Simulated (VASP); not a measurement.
Input of a VASP 6.6.1 run:

File INCAR:

```
PREC = Accurate
ENCUT = 500
EDIFF = 1E-6
ISMEAR = 0
SIGMA = 0.02
LREAL = False
LASPH = True
NELM = 120
ALGO = Normal
ISIF = 2
LWAVE = False
LCHARG = False
GGA = PE
NBANDS = 20
GGA_COMPAT = False
```

File KPOINTS:

```
regular mesh
0
Gamma
  9 9 6
```

POSCAR

```
SnS2
1.0
    3.7027824188      0.0000000000      0.0000000000
   -1.8513912094      3.2067036394      0.0000000000
    0.0000000000      0.0000000000      6.9445526415
Sn S
1 2
Direct
    0.0000000000      0.0000000000      0.0000000000
    0.3333333333      0.6666666667      0.2128332596
    0.6666666667      0.3333333333      0.7871667404
```

Potentials or basis: VASP PAW PBE potentials, release 64 (Sn_d, S).

The run is started by

```sh
$ cat potpaw_PBE.64/Sn_d/POTCAR potpaw_PBE.64/S/POTCAR > POTCAR
$ mpirun -np 1 vasp_std > vasp.out
```

(1) Predict the pressure.

(2) Predict the band gap on the k mesh.

Results:

(1) -0.1 GPa.

(2) 1.60 eV (least direct gap 1.83 eV).

Caveat: spin-orbit coupling is left out, which moves the levels of the heavy elements; this functional lacks dispersion, which binds layers or chains, so the pressure and a relaxed spacing across them are unreliable.
